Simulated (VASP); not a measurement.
Runs of VASP 6.6.1 on HfO2. The structure is that of space group I4/mmm (No. 139), or close to it. The cells are those of the table. 

```tsv
cell	gap on the mesh (eV)	pressure (GPa)
a = 3.528, b = 3.528, c = 3.617 Å, angles 59.2, 59.2, 61.7°, 3 atoms	3.76	1.0
a = 3.621, b = 3.621, c = 3.798 Å, angles 58.4, 58.4, 63.2°, 3 atoms	2.89	-20.9
a = 3.574, b = 3.574, c = 3.707 Å, angles 58.8, 58.8, 62.5°, 3 atoms	(b)	-11.2
a = 3.618, b = 3.618, c = 3.707 Å, angles 59.2, 59.2, 61.6°, 3 atoms	(a)	-17.1
a = 3.621, b = 3.621, c = 3.436 Å, angles 61.7, 61.7, 56.6°, 3 atoms	3.00	2.0
```

Alike in all rows: task single point; level r2SCAN; potentials or basis VASP PAW PBE potentials, release 64 (Hf_pv, O); no spin polarisation; k mesh 8 × 8 × 8; cutoff (eV) 520; smearing gaussian 0.05 eV.

Task: Fill in the values left out.

Result: (a) 3.63; (b) 3.32.

Caveats: the PAW data sets were made with another functional, which shifts forces and pressure a little; spin-orbit coupling is left out, which moves the levels of the heavy elements.

A k mesh can miss the band edges, and the runs leave out spin-orbit coupling on Hf.
